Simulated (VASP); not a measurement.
Set up this calculation in VASP 6.6.1, as the native input.

```yaml
Task: single point
Functional: PBEsol
Potentials_or_basis: VASP PAW PBE potentials, release 64 (Zr_sv, B)
Cutoff: 520 eV
k_mesh: 18 × 18 × 18
Occupations: gaussian, width 0.15 eV
Spin: no spin polarisation
Dipole_correction: no
Further_INCAR_settings: ALGO = Normal; EDIFF = 1e-07; NBANDS = 14
```

The structure of ZrB lies in POSCAR:

```
ZrB
1.0
    0.0000000000      2.3250000000      2.2552500000
    2.3250000000      0.0000000000      2.2552500000
    2.3250000000      2.3250000000      0.0000000000
Zr B
1 1
Direct
    0.0000000000      0.0000000000      0.0000000000
    0.5000000000      0.5000000000      0.5000000000
```

This cell differs from its parent crystal: strain +0.000 along x and y, -0.030 along z.

The input as run:

INCAR

```
SYSTEM = ZrB
  PREC = Accurate
  ENCUT = 520
  EDIFF = 1E-7
  ISMEAR = 0
  SIGMA = 0.15
  LREAL = .False.
  LASPH = .True.
  NELM = 80
  ALGO = Normal
  ISIF = 2
  LWAVE = .False.
  LCHARG = .True.
  GGA = PS
  LELF = .True.
  LVHAR = .True.
  NBANDS = 14
```

KPOINTS

```
regular mesh
0
Gamma
  18 18 18
  0 0 0
```

Potentials or basis: VASP PAW PBE potentials, release 64 (Zr_sv, B).

Run with:

```sh
$ cat potpaw_PBE.64/Zr_sv/POTCAR potpaw_PBE.64/B/POTCAR > POTCAR
$ mpirun -np 1 vasp_std > vasp.out
```

It gave:

| Property | Result |
| --- | --- |
| Pressure | 38.7 GPa |
| Band gap on the k mesh | zero (an odd number of electrons rules out a gap without spin polarisation) |

Caveat: the cell differs from its parent crystal (strain +0.000 along x and y, -0.030 along z); the stress differs along the axes, from 33 to 49 GPa; the PAW data sets were made with another functional, which shifts forces and pressure a little.

Wall time 3.5 min on 1 thread of AMD EPYC 7R13 (shared host), peak memory 0.25 GiB.
